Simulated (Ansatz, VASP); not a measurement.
**MnCoSnH: VASP beside Ansatz**

Contents of INCAR:

```
SYSTEM = MnCoSnH
ALGO = Normal ; EDIFF = 1E-7
ENCUT = 520 ; GGA = PE
ISIF = 2 ; ISMEAR = 0
LASPH = .TRUE. ; LCHARG = .FALSE.
LREAL = .FALSE. ; LWAVE = .FALSE.
NBANDS = 47 ; NELM = 100
PREC = Accurate ; SIGMA = 0.005
```

File KPOINTS:

```
k-points
0
G
  5 5 3
  0 0 0
```

Contents of POSCAR:

```
MnCoSnH
1.0
    3.7812250000      0.0000000000      0.0000000000
    0.0000000000      3.7812250000      0.0000000000
    0.0000000000      0.0000000000      7.2395490000
Mn H Sn Co
2 2 2 2
Direct
    0.2500000000      0.2500000000      0.6709000000
    0.7500000000      0.7500000000      0.3291000000
    0.2500000000      0.7500000000      0.5000000000
    0.7500000000      0.2500000000      0.5000000000
    0.2500000000      0.2500000000      0.1643000000
    0.7500000000      0.7500000000      0.8357000000
    0.7500000000      0.2500000000      0.0000000000
    0.2500000000      0.7500000000      0.0000000000
```

Input for Ansatz:

```yaml
crystal:
  lattice:
    - [3.781225, 0.0, 0.0]
    - [0.0, 3.781225, 0.0]
    - [0.0, 0.0, 7.239549]
  atoms:
    - { symbol: Mn, position: [0.25, 0.25, 0.6709] }
    - { symbol: Mn, position: [0.75, 0.75, 0.3291] }
    - { symbol: H, position: [0.25, 0.75, 0.5] }
    - { symbol: H, position: [0.75, 0.25, 0.5] }
    - { symbol: Sn, position: [0.25, 0.25, 0.1643] }
    - { symbol: Sn, position: [0.75, 0.75, 0.8357] }
    - { symbol: Co, position: [0.75, 0.25, 0.0] }
    - { symbol: Co, position: [0.25, 0.75, 0.0] }
  symmetry: { tolerance: 0.0003 }
kpoints:
  mp_grid: { grid: [5, 5, 3], shift: [0, 0, 0] }
magnetization:
  spin_polarized: false
scf:
  occupations: { method: gaussian, width: 0.005 }
hamiltonian:
  pseudopotentials: { kind: paw }
  xc: pbe
basis:
  ecutwfc: 420
output:
  forces: true
  stress: true
  eigenvalues: true
  write_density: true
  write_potential: true
  elf: true
  volumetric_format: npy
```

Alike in both runs: task single point; functional PBE; k mesh 5 × 5 × 3; occupations gaussian, width 0.005 eV; no spin polarisation.

|  | VASP | Ansatz |
| --- | --- | --- |
| version | VASP 6.6.1 | Ansatz 0.2.0 |
| potentials or method | VASP PAW PBE potentials, release 64 (Mn_pv, H, Sn_d, Co), cutoff 520 eV | PAW plane waves |
| valence electrons in the cell | 74 | 94 |

Ansatz gave:

- gap on the k mesh at the Fermi level (eV): none
- pressure (GPa): 13.8
- traceless stress, the component that is largest in VASP (GPa): -5.62
- rms of the force components (eV/Å): 2.282

Q: Which values does VASP return?

A: gap on the k mesh at the Fermi level (eV): none; pressure (GPa): 13.9; traceless stress, the component that is largest in VASP (GPa): -5.63; rms of the force components (eV/Å): 2.284.

Atom by atom the forces differ by 0.002 eV/Å (rms over components). A gap of «none» marks a metal or a gap that the smearing closes. With one functional, cell and mesh, what is left measures potentials, basis and numerics. VASP's potentials hold 74 valence electrons a cell and Ansatz's 94, so a difference there can come from the potentials and not from the codes.
